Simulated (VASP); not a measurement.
SiC: single point with PBEsol

SiC:

```
Si C
1.0
     0.00000    2.17839    2.17839
     2.17839    0.00000    2.17839
     2.17839    2.17839    0.00000
Si C
1 1
Cartesian
  0.0103 0.0000 0.0051
  3.2436 3.2676 3.2556
```

This cell differs from its parent crystal: mode 4 frozen in at -0.024 Å and mode 5 at -0.012 Å (largest displacements).

* Program: VASP 6.6.1
* Task: single point
* Functional: PBEsol
* Potentials or basis: VASP PAW PBE potentials, release 64 (Si, C)
* Cutoff: 520 eV
* k mesh: 10 × 10 × 10
* Occupations: gaussian, width 0.05 eV
* Spin: no spin polarisation
* Dipole correction: no
* Further INCAR settings: ALGO = Normal; EDIFF = 1e-07; NBANDS = 11

```yaml
Pressure: 0.5 GPa
Largest_force: 0.737 eV/Å
Band_gap_on_the_k_mesh: 1.05 eV, indirect (least direct gap 4.36 eV)
```

Forces on the atoms (eV/Å):
```
Si  -0.658  0.041 -0.330
C    0.658 -0.041  0.330
```

Stress tensor (GPa, compression positive):
```
 0.40 -1.15  0.18
-1.15  0.62 -2.29
 0.18 -2.29  0.57
```

Levels at points of the mesh, in eV from the valence-band top:
| k point | band 1 | band 2 | band 3 | band 4 | band 5 | band 6 | band 7 | band 8 | band 9 |
| --- | --- | --- | --- | --- | --- | --- | --- | --- | --- |
| (0.00, 0.00, 0.00) | -15.61 | -0.36 | -0.18 | 0.00 | 6.01 | 7.00 | 7.07 | 7.15 | 14.28 |
| (0.50, 0.00, 0.00) | -12.02 | -8.75 | -1.39 | -1.11 | 5.20 | 6.78 | 7.12 | 9.74 | 15.84 |
| (0.00, 0.50, 0.00) | -11.96 | -8.88 | -1.27 | -1.09 | 5.20 | 6.91 | 7.13 | 9.73 | 15.79 |
| (0.00, 0.00, 0.50) | -11.99 | -8.81 | -1.35 | -1.08 | 5.19 | 6.81 | 7.15 | 9.74 | 15.81 |
| (0.50, 0.50, 0.50) | -12.04 | -8.68 | -1.38 | -1.19 | 5.21 | 6.81 | 7.03 | 9.74 | 15.86 |
| (0.50, 0.50, 0.00) | -10.54 | -8.01 | -3.43 | -3.34 | 1.05 | 4.02 | 13.78 | 13.80 | 14.51 |
| (0.00, 0.50, 0.50) | -10.54 | -8.01 | -3.48 | -3.31 | 1.05 | 4.02 | 13.78 | 13.79 | 14.51 |
| (0.50, 0.00, 0.50) | -10.54 | -8.02 | -3.39 | -3.38 | 1.05 | 4.02 | 13.79 | 13.79 | 14.51 |

Wall time 58 s on 1 thread of AMD EPYC 9R45 96-Core Processor (Zen 5) (shared host), peak memory 0.19 GiB.

Caveat: the cell differs from its parent crystal (mode 4 frozen in at -0.024 Å and mode 5 at -0.012 Å (largest displacements)); the PAW data sets were made with another functional, which shifts forces and pressure a little. A k mesh can miss the band edges.
